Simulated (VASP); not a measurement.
Wanted: the native input for a VASP 6.6.1 run.

```
Task                   : single point
Functional             : PBEsol
Potentials or basis    : VASP PAW PBE potentials, release 64 (Te, Pb_d)
Cutoff                 : 520 eV
k mesh                 : 8 × 8 × 8
Occupations            : gaussian, width 0.02 eV
Spin                   : no spin polarisation
Dipole correction      : no
Further INCAR settings : ALGO = Normal; EDIFF = 1e-06; NBANDS = 17
```

The structure of TePb lies in POSCAR:

```
TePb
1.0
    0.0000000000      3.2215320084      3.2215320084
    3.2215320084      0.0000000000      3.2215320084
    3.2215320084      3.2215320084      0.0000000000
Te Pb
1 1
Direct
    0.5000000000      0.5000000000      0.5000000000
    0.0000000000      0.0000000000      0.0000000000
```

These files were run (other wordings do the same):

INCAR

```
SYSTEM = TePb
  ALGO = Normal
  EDIFF = 1E-6
  ENCUT = 520
  GGA = PS
  ISIF = 2
  ISMEAR = 0
  LASPH = .TRUE.
  LCHARG = .TRUE.
  LELF = .TRUE.
  LREAL = .FALSE.
  LVHAR = .TRUE.
  LWAVE = .FALSE.
  NBANDS = 17
  NELM = 100
  PREC = Accurate
  SIGMA = 0.02
```

KPOINTS

```
k-points
0
G
  8 8 8
  0 0 0
```

Potentials or basis: VASP PAW PBE potentials, release 64 (Te, Pb_d).

The run is started by

```sh
$ cat potpaw_PBE.64/Te/POTCAR potpaw_PBE.64/Pb_d/POTCAR > POTCAR
$ mpirun -np 1 vasp_std > vasp.out
```

It gave:

```yaml
Pressure: 0.0 GPa
Band_gap_on_the_k_mesh: 0.65 eV, direct
```

Caveat: the PAW data sets were made with another functional, which shifts forces and pressure a little; spin-orbit coupling is left out, which moves the levels of the heavy elements.

It took 22 s on 1 thread of Intel Xeon 6975P-C, on a shared host, peak memory 0.22 GiB.
